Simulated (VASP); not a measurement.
Set up this calculation in VASP 6.6.1, as the native input.

```yaml
Task: relaxation of cell and atoms
Functional: revPBE
Potentials_or_basis: VASP PAW PBE potentials, release 64 (Mn_pv)
Cutoff: 500 eV
k_mesh: 14 × 14 × 4
Occupations: fermi-dirac, width 0.05 eV
Spin: collinear spin, antiferromagnetic start
Starting_moments: "[3.0, 3.0, -3.0, -3.0] μB"
Dipole_correction: no
Further_INCAR_settings: ALGO = Normal; EDIFF = 1e-07; IBRION = 2; EDIFFG = -0.01; NSW = 80; ISIF = 3
```

The structure of Mn lies in POSCAR:

```
Mn
1.0
    2.5517868831      0.0000000000      0.0000000000
   -1.2758934415      2.2099122658      0.0000000000
    0.0000000000      0.0000000000      8.3341359602
Mn
4
Direct
    0.0000000000      0.0000000000      0.0000000000
    0.0000000000      0.0000000000      0.5000000000
    0.3333333333      0.6666666667      0.2500000000
    0.6666666667      0.3333333333      0.7500000000
```

This isn't the form of Mn at room conditions, which is a 58-atom cubic cell.

The input as run:

INCAR

```
SYSTEM = Mn
PREC     = Accurate       ! precision mode
ENCUT    = 500            ! plane-wave cutoff, eV
EDIFF    = 1E-7           ! SCF threshold, eV
ISMEAR   = -1             ! smearing method
SIGMA    = 0.05           ! smearing width, eV
LREAL    = .FALSE.        ! projectors in reciprocal space
LASPH    = .TRUE.         ! aspherical terms in the spheres
NELM     = 200            ! most SCF steps
ALGO     = Normal         ! electronic algorithm
ISIF     = 3              ! what is computed and relaxed
LWAVE    = .FALSE.        ! write WAVECAR
LCHARG   = .FALSE.        ! write CHGCAR
ISPIN    = 2              ! spin polarisation
MAGMOM   = 3 3 -3 -3      ! initial moments
LORBIT   = 11             ! projections on sites
LMAXMIX  = 4              ! l up to which the mixer works
GGA      = RE             ! functional
IBRION   = 2              ! ionic algorithm
NSW      = 80             ! ionic steps
EDIFFG   = -0.01          ! ionic threshold
GGA_COMPAT= .FALSE.      
NELMIN   = 4
```

KPOINTS

```
Automatic mesh
0
G
  14 14 4
  0 0 0
```

Potentials or basis: VASP PAW PBE potentials, release 64 (Mn_pv).

The run is started by

```sh
$ cat potpaw_PBE.64/Mn_pv/POTCAR > POTCAR
$ mpirun -np 1 vasp_std > vasp.out
```

Results of the run:

```yaml
Relaxed_volume: 11.01 Å³/atom
Relaxed_cell: a = 2.502 Å, b = 2.502 Å, c = 8.119 Å, α = 90.00°, β = 90.00°, γ = 120.00°
Space_group_after_relaxing_to_0.1_Å: P6_3/mmc (No. 194)
Energy_gained_by_relaxing: 23.3 meV/atom
Ionic_steps: 8
Pressure_after_relaxing: 0.0 GPa
Net_moment: 0.19 μB per cell
Site_moments: Mn +0.84, -0.75 (each value once) μB
Valence_electrons_inside_the_program's_atomic_spheres: Mn 11.94, 11.93 (each value once)
```

Caveat: the PAW data sets were made with another functional, which shifts forces and pressure a little.

It took 12 min on 1 thread of Intel(R) Xeon(R) 6975P-C (Granite Rapids) (shared host), peak memory 0.28 GiB.
